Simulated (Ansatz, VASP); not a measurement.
Mg3B2: VASP beside Ansatz

```
CELL_PARAMETERS angstrom
-2.14724 2.14724 3.89095
2.14724 -2.14724 3.89095
2.14724 2.14724 -3.89095
ATOMIC_POSITIONS crystal
Mg 0.50000 0.00000 0.50000
Mg 0.00000 0.50000 0.50000
Mg 0.00000 0.00000 0.00000
B 0.72943 0.72943 0.00000
B 0.27057 0.27057 0.00000
```

Alike in both runs: task relaxation of cell and atoms; functional PBE; k mesh 6 × 6 × 6; occupations gaussian, width 0.1 eV; no spin polarisation.

|  | VASP | Ansatz |
| --- | --- | --- |
| version | VASP 6.6.1 | Ansatz 0.2.0 |
| potentials or method | VASP PAW PBE potentials, release 64 (Mg, B), cutoff 600 eV | scalar-relativistic, plane waves, PAW |
| valence electrons in the cell | 12 | 36 |

```tsv
	VASP	Ansatz	Ansatz less VASP
gap on the k mesh at the Fermi level, each at its own relaxed structure (eV)	none	none	-
relaxed volume (Å³/atom)	18.06	18.04	-0.023
relaxed cell length with the largest relative difference (Å)	4.905	4.903	-0.0023
```

A gap of «none» marks a metal or a gap that the smearing closes. VASP's potentials hold 12 valence electrons a cell and Ansatz's 36, so a difference there can come from the potentials and not from the codes.

Noted on VASP's run: the volume moved by over 15 % at a fixed basis, so the end points are rough.
